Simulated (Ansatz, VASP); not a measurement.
BeTe in VASP and in Ansatz

```
Be Te
1.0
     0.00000    2.67618    2.67618
     2.67618    0.00000    2.67618
     2.67618    2.67618    0.00000
Be Te
1 1
Cartesian
  0.0000 0.0000 0.0000
  2.6762 2.6762 2.6762
```

Alike in both runs: functional PBE; k mesh 8 × 8 × 8; occupations gaussian, width 0.1 eV; no spin polarisation.

Ansatz relaxed the structure, and its values are those at the end. VASP's run is a single point on that final structure, the one shown.

|  | VASP | Ansatz |
| --- | --- | --- |
| version | VASP 6.6.1 | Ansatz 0.2.0 |
| potentials or method | VASP PAW PBE potentials, release 64 (Be, Te), cutoff 600 eV | scalar-relativistic, plane waves, PAW |
| valence electrons in the cell | 8 | 18 |

```csv
,VASP,Ansatz,Ansatz less VASP
gap on the k mesh at the Fermi level (eV),none,none,-
pressure (GPa),0.3,0.2,-0.07
```

A gap of «none» marks a metal or a gap that the smearing closes. The functional is the same, so the differences come from potentials, cutoffs and numerics. VASP's potentials hold 8 valence electrons a cell and Ansatz's 18, so a difference there can come from the potentials and not from the codes.

Neither program's run includes spin-orbit coupling.
